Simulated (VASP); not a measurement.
# Bi (P6/mmm) in VASP: a series of runs

Bi is run at these levels: RPBE; tasks: single point.

Program: VASP 6.6.1. These are calculated values, not measurements. Logs are shortened: lines on timing, memory, paths and dates and some standing lists are left out, and cuts for length are marked.

### 1 The cell of the first run

Symmetry: P6/mmm, No. 191, hexagonal system. The conventional cell has a = 5.713 Å, b = 5.713 Å, c = 3.356 Å, α = 90.00°, β = 90.00°, γ = 120.00°. Bi (site symmetry 6/mmm) has 14 Bi at 3.36 to 3.70 Å within 4.4 Å. Within 4.3 Å of Bi (site symmetry -6m2) lie 11 Bi at 3.30 to 3.70 Å.

This isn't the form of Bi at room conditions, which is rhombohedral.

### 2 Single point, RPBE (31.62 Å³/atom)

The input, INCAR:

```
PREC = Accurate
ENCUT = 520
EDIFF = 1E-7
ISMEAR = -1
SIGMA = 0.1
LREAL = False
LASPH = True
NELM = 80
ALGO = Normal
ISIF = 2
LWAVE = False
LCHARG = True
GGA = RP
LELF = True
LVHAR = True
NBANDS = 30
```

The input, KPOINTS:

```
regular mesh
0
Gamma
  7 7 10
```

The input, POSCAR:

```
Bi
1.0
    5.7127544685      0.0000000000      0.0000000000
   -2.8563772343      4.9473904953      0.0000000000
    0.0000000000      0.0000000000      3.3560377616
Bi
3
Direct
    1.0000000000      1.0000000000      0.0000000000
    0.3333333333      0.6666666667      0.5000000000
    0.6666666667      0.3333333333      0.5000000000
```

Potentials or basis: VASP PAW PBE potentials, release 64 (Bi_d).

Command:

```bash
$ cat potpaw_PBE.64/Bi_d/POTCAR > POTCAR
$ mpirun -np 1 vasp_std > vasp.out
```

OUTCAR:

```text
PREC = Accurate
   ENCUT = 520
   EDIFF = 1E-7
   ISMEAR = -1
   LREAL = False
   LASPH = True
   NELM = 80
   ISIF = 2
   GGA = RP

 ion  position               nearest neighbor table
   1  0.000  0.000  0.000-   2 3.70   3 3.70   2 3.70   3 3.70   3 3.70   3 3.70   2 3.70   2 3.70
                             3 3.70   3 3.70   2 3.70   2 3.70
   2  0.333  0.667  0.500-   3 3.30   3 3.30   3 3.30   1 3.70   1 3.70   1 3.70   1 3.70   1 3.70
                             1 3.70
   3  0.667  0.333  0.500-   2 3.30   2 3.30   2 3.30   1 3.70   1 3.70   1 3.70   1 3.70   1 3.70
                             1 3.70

  LATTYP: Found a hexagonal cell.
 ALAT       =     5.7127544685
 C/A-ratio  =     0.5874640298

  Lattice vectors:

 A1 = (   5.7127544685,   0.0000000000,   0.0000000000)
 A2 = (  -2.8563772343,   4.9473904953,   0.0000000000)
 A3 = (   0.0000000000,   0.0000000000,   3.3560377616)

Analysis of symmetry for initial positions (statically):
=====================================================================
 Subroutine PRICEL returns:
 Original cell was already a primitive cell.

 Routine SETGRP: Setting up the symmetry group for a
 hexagonal supercell.

 Subroutine GETGRP returns: Found 24 space group operations
 (whereof 24 operations were pure point group operations)
 out of a pool of 24 trial point group operations.

The static configuration has the point symmetry D_6h.

Analysis of symmetry for dynamics (positions and initial velocities):
=====================================================================
 Subroutine PRICEL returns:
 Original cell was already a primitive cell.

 Routine SETGRP: Setting up the symmetry group for a
 hexagonal supercell.

 Subroutine GETGRP returns: Found 24 space group operations
 (whereof 24 operations were pure point group operations)
 out of a pool of 24 trial point group operations.

The dynamic configuration has the point symmetry D_6h.

 Subroutine INISYM returns: Found 24 space group operations
 (whereof 24 operations are pure point group operations),
 and found     1 'primitive' translations

----------------------------------------------------------------------------------------

                                     Primitive cell

  volume of cell :      94.8525

  direct lattice vectors                    reciprocal lattice vectors
     5.712754469  0.000000000  0.000000000     0.175046907  0.101063379  0.000000000
    -2.856377234  4.947390495  0.000000000     0.000000000  0.202126758  0.000000000
     0.000000000  0.000000000  3.356037762     0.000000000  0.000000000  0.297970426

  length of vectors
     5.712754469  5.712754469  3.356037762     0.202126758  0.202126758  0.297970426

  position of ions in fractional coordinates (direct lattice)
     0.000000000  0.000000000  0.000000000
     0.333333333  0.666666667  0.500000000
     0.666666667  0.333333333  0.500000000

  ion indices of the primitive-cell ions
   primitive index   ion index
                 1           1
                 2           2
                 3           3

----------------------------------------------------------------------------------------

 KPOINTS: regular mesh

Automatic generation of k-mesh.
 Grid dimensions read from file:
 generate k-points for:    7    7   10

 Generating k-lattice:

  Cartesian coordinates                     Fractional coordinates (reciprocal lattice)
     0.025006701  0.014437626  0.000000000     0.142857143  0.000000000  0.000000000
     0.000000000  0.028875251  0.000000000     0.000000000  0.142857143  0.000000000
     0.000000000  0.000000000  0.029797043     0.000000000  0.000000000  0.100000000

  Length of vectors
     0.028875251  0.028875251  0.029797043

  Shift w.r.t. Gamma in fractional coordinates (k-lattice)
     0.000000000  0.000000000  0.000000000

 Subroutine IBZKPT returns following result:
 ===========================================

 Found     48 irreducible k-points:

 Following reciprocal coordinates:
            Coordinates               Weight
  0.000000  0.000000  0.000000      1.000000
  0.142857 -0.000000  0.000000      6.000000
  0.285714  0.000000  0.000000      6.000000
  0.428571  0.000000  0.000000      6.000000
  0.142857  0.142857  0.000000      6.000000
  0.285714  0.142857  0.000000     12.000000
[... 16 lines left out ...]
  0.428571  0.142857  0.200000     12.000000
  0.285714  0.285714  0.200000     12.000000
 [... further k-points ...]
   k-points           NKPTS =     48   k-points in BZ     NKDIM =     48   number of bands    NBANDS=     30
   number of dos      NEDOS =    301   number of ions     NIONS =      3
   total plane-waves  NPLWV =  49392
   dimension x,y,z NGX =    42 NGY =   42 NGZ =   28
   dimension x,y,z NGXF=    84 NGYF=   84 NGZF=   56
   ions per type =               3
   NGX,Y,Z   is equivalent  to a cutoff of  12.22, 12.22, 13.87 a.u.
   NGXF,Y,Z  is equivalent  to a cutoff of  24.44, 24.44, 27.74 a.u.
 SYSTEM =  unknown system
   PREC   = accura    normal or accurate (medium, high low for compatibility)
   ISTART =      0    job   : 0-new  1-cont  2-samecut
   ICHARG =      2    charge: 1-file 2-atom 10-const
   ISPIN  =      1    spin polarized calculation?
   LNONCOLLINEAR =      F non collinear calculations
   LSORBIT =      F    spin-orbit coupling
   LASPH  =      T    aspherical Exc in radial PAW
   ENCUT  =  520.0 eV  38.22 Ry    6.18 a.u.  10.62 10.62  6.24*2*pi/ulx,y,z
   NELM   =     80;   NELMIN=  2; NELMDL= -5     # of ELM steps
   EDIFF  = 0.1E-06   stopping-criterion for ELM
   LREAL  =      F    real-space projection
   EDIFFG = 0.1E-05   stopping-criterion for IOM
   NSW    =      0    number of steps for IOM
   IBRION =     -1    ionic relax: 0-MD 1-quasi-New 2-CG
   NFREE  =      0    steps in history (QN), initial steepest desc. (CG)
   ISIF   =      2    stress and relaxation
   ISYM   =      2    0-nonsym 1-usesym 2-fastsym
   POTIM  = 0.5000    time-step for ionic-motion
   TEBEG  =    0.0;   TEEND  =   0.0 temperature during run
   PSTRESS=    0.0 pullay stress
   NELECT =      45.0000    total number of electrons
   NUPDOWN=      -1.0000    fix difference up-down
   EMIN   =  10.00;   EMAX   =-10.00  energy-range for DOS
   EFERMI =   0.00;   METHOD = LEGACY
   ISMEAR =    -1;   SIGMA  =   0.10  broadening in eV -4-tet -1-fermi 0-gaus
   EFERMI_NEDOS =   21; number of points for ismear=-14 and -15
   IALGO  =     38    algorithm
   IMIX   =      4    mixing-type and parameters
     AMIX     =   0.40;   BMIX     =  1.00
     AMIX_MAG =   1.60;   BMIX_MAG =  1.00
  volume/ion in A,a.u.               =      31.62       213.37
  Fermi-wavevector in a.u.,A,eV,Ry     =   1.276819  2.412839 22.181140  1.630268
  Thomas-Fermi vector in A             =   2.409454
   LORBIT       =      0    0 simple, 1 ext, 2 COOP (PROOUT), +10 PAW based schemes
   GGA     = RP    functional components
   LHFCALC =     F    Hartree Fock is set to
   AEXX    =    0.0000 exact exchange contribution
   IVDW    =     0    specifies the selected vdW correction
   LEPSILON=     F    determine dielectric tensor
   LRPA    =     F    only Hartree local field effects (RPA)
 non-spin polarized calculation
  energy-cutoff  :      520.00
  volume of cell :       94.85
 maximum number of plane-waves:      2579
   NGX = 21   NGY = 21   NGZ = 13

 number of electron      45.0000005 magnetization

 Free energy of the ion-electron system (eV)
  ---------------------------------------------------
  ext. energy  EPLUGINS =         0.00000000
  ---------------------------------------------------
  free energy    TOTEN  =       -10.07034660 eV

  energy without entropy =       -9.99776907  energy(sigma->0) =      -10.03405783

 E-fermi :   7.8150     XC(G=0): -10.1269

 val. band max:        7.8068338216   @ k =   0.1429   0.1429   0.3000
 cond. band min:       7.8242277677   @ k =   0.1429  -0.0000   0.5000
 fundamental gap:      0.0173939462
 Fermi energy:         7.8150056147

 k-point     1 :       0.0000    0.0000    0.0000
  band No.  band energies     occupation
      1     -15.3435      2.00000
      2     -15.2820      2.00000
      3     -15.2414      2.00000
      4     -15.2388      2.00000
      5     -15.2388      2.00000
      6     -15.1712      2.00000
[... 22 lines left out ...]
     29      16.6637      0.00000
     30      17.9398      0.00000

 k-point     2 :       0.1429   -0.0000    0.0000
  band No.  band energies     occupation
      1     -15.3410      2.00000
      2     -15.2828      2.00000
      3     -15.2630      2.00000
      4     -15.2469      2.00000
      5     -15.2211      2.00000
      6     -15.1852      2.00000
[... 22 lines left out ...]
     29      17.0640      0.00000
     30      17.1703      0.00000

 k-point     3 :       0.2857    0.0000    0.0000
  band No.  band energies     occupation
      1     -15.3343      2.00000
      2     -15.2881      2.00000
      3     -15.2846      2.00000
      4     -15.2630      2.00000
      5     -15.2181      2.00000
      6     -15.1932      2.00000
[... 22 lines left out ...]
     29      15.7723      0.00000
     30      16.4499      0.00000

 k-point     4 :       0.4286    0.0000    0.0000
  band No.  band energies     occupation
      1     -15.3243      2.00000
      2     -15.3095      2.00000
      3     -15.2863      2.00000
      4     -15.2739      2.00000
      5     -15.2229      2.00000
      6     -15.1969      2.00000
[... 22 lines left out ...]
     29      14.8271      0.00000
     30      15.7039      0.00000

 k-point     5 :       0.1429    0.1429    0.0000
  band No.  band energies     occupation
      1     -15.3364      2.00000
      2     -15.2841      2.00000
      3     -15.2801      2.00000
      4     -15.2620      2.00000
      5     -15.2129      2.00000
      6     -15.1948      2.00000
[... 22 lines left out ...]
     29      15.9809      0.00000
     30      16.5330      0.00000
[... 526 lines left out ...]
     29      15.3168      0.00000
     30      16.5475      0.00000

 k-point    22 :       0.2857    0.1429    0.2000
  band No.  band energies     occupation
      1     -15.2861      2.00000
      2     -15.2683      2.00000
      3     -15.2599      2.00000
      4     -15.2227      2.00000
      5     -15.2072      2.00000
      6     -15.1947      2.00000
[... 22 lines left out ...]
     29      15.2295      0.00000
     30      16.1681      0.00000

 k-point    23 :       0.4286    0.1429    0.2000
  band No.  band energies     occupation
      1     -15.2898      2.00000
      2     -15.2729      2.00000
      3     -15.2608      2.00000
      4     -15.2235      2.00000
      5     -15.2046      2.00000
      6     -15.1953      2.00000
[... 22 lines left out ...]
     29      14.5866      0.00000
     30      16.3810      0.00000

 k-point    24 :       0.2857    0.2857    0.2000
  band No.  band energies     occupation
      1     -15.2925      2.00000
      2     -15.2671      2.00000
      3     -15.2645      2.00000
      4     -15.2255      2.00000
      5     -15.1960      2.00000
      6     -15.1935      2.00000
[... 22 lines left out ...]
     29      15.1091      0.00000
     30      15.2211      0.00000

 [... further k-points ...]

------------------------ aborting loop because EDIFF is reached ----------------------------------------

  FORCE on cell =-STRESS in cart. coord.  units (eV):
  Direction    XX          YY          ZZ          XY          YZ          ZX
  --------------------------------------------------------------------------------------
  -------------------------------------------------------------------------------------
  Total        1.0813134      1.0813134      1.5869092     -0.0000000     -0.0000000      0.0000000
  in kB       18.2647435     18.2647435     26.8048921     -0.0000000     -0.0000000      0.0000000
  external PRESSURE =      21.1114597 kB  Pullay stress =       0.0000000 kB

 VOLUME and BASIS-vectors are now :
 -----------------------------------------------------------------------------
  energy-cutoff  :      520.00
  volume of cell :       94.85
      direct lattice vectors                 reciprocal lattice vectors
     5.712754469  0.000000000  0.000000000     0.175046907  0.101063379  0.000000000
    -2.856377234  4.947390495  0.000000000     0.000000000  0.202126758  0.000000000
     0.000000000  0.000000000  3.356037762     0.000000000  0.000000000  0.297970426

 POSITION                                       TOTAL-FORCE (eV/Angst)
 -----------------------------------------------------------------------------------
      0.00000      0.00000      0.00000         0.000000      0.000000     -0.000000
     -0.00000      3.29826      1.67802        -0.000000      0.000000      0.000000
      2.85638      1.64913      1.67802         0.000000     -0.000000     -0.000000
 -----------------------------------------------------------------------------------
    total drift:                                0.000000      0.000000     -0.000000

  FREE ENERGIE OF THE ION-ELECTRON SYSTEM (eV)
  ---------------------------------------------------
  free  energy   TOTEN  =       -10.0703465959 eV

  energy  without entropy=       -9.9977690704  energy(sigma->0) =      -10.03405783
```

Run time: 57 s. Hardware: 1 thread of Intel Xeon 6975P-C (Granite Rapids), shared host; peak memory 0.26 GiB.

What came out:

| Quantity | Value |
| --- | --- |
| Free energy | -10.0703 eV |
| Pressure | 2.1 GPa |
| Band gap on the k mesh | zero (an odd number of electrons rules out a gap without spin polarisation) |

Caveat: the PAW data sets were made with another functional, which shifts forces and pressure a little; spin-orbit coupling is left out, which moves the levels of the heavy elements.

### 3 Single point, RPBE (32.93 Å³/atom)

This run uses another cell than the first one, of 32.93 Å³/atom.

The input, INCAR:

```
SYSTEM = Bi
PREC = Accurate
ENCUT = 520
EDIFF = 1E-6
ISMEAR = -1
SIGMA = 0.1
LREAL = .FALSE.
LASPH = .TRUE.
NELM = 60
ALGO = Normal
ISIF = 2
LWAVE = .FALSE.
LCHARG = .FALSE.
GGA = RP
NBANDS = 30
```

The input, KPOINTS:

```
regular mesh
0
G
  7 7 10
  0 0 0
```

The input, POSCAR:

```
Bi
1.0
    5.7910211047      0.0000000000      0.0000000000
   -2.8955105524      5.0151713905      0.0000000000
    0.0000000000      0.0000000000      3.4020165951
Bi
3
Direct
    1.0000000000      1.0000000000      0.0000000000
    0.3333333333      0.6666666667      0.5000000000
    0.6666666667      0.3333333333      0.5000000000
```

Potentials or basis: VASP PAW PBE potentials, release 64 (Bi_d).

Command:

```bash
$ cat potpaw_PBE.64/Bi_d/POTCAR > POTCAR
$ mpirun -np 1 vasp_std > vasp.out
```

It took 64 s on 1 thread of Intel Xeon 6975P-C (Granite Rapids), shared host; peak memory 0.28 GiB.

Results (log left out):

| Item | Value |
| --- | --- |
| Free energy | -10.0974 eV |
| Pressure | 0.0 GPa |
| Band gap on the k mesh | zero (an odd number of electrons rules out a gap without spin polarisation) |

Stress tensor (GPa, compression positive):
```
-0.14  0.00  0.00
 0.00 -0.14  0.00
 0.00  0.00  0.34
```

Levels at points of the mesh, in eV from the Fermi level:
```csv
k point,band 20,band 21,band 22,band 23,band 24,band 25,band 26,band 27
"(0.00, 0.00, 0.00)",-3.26,-3.05,-3.05,1.76,4.60,4.60,5.20,5.22
"(0.00, 0.00, 0.50)",-2.79,-1.81,-1.65,-1.65,-0.28,-0.28,0.93,0.93
```

Caveat: the PAW data sets were made with another functional, which shifts forces and pressure a little; spin-orbit coupling is left out, which moves the levels of the heavy elements.

(Part 1 of 2 ends here.)
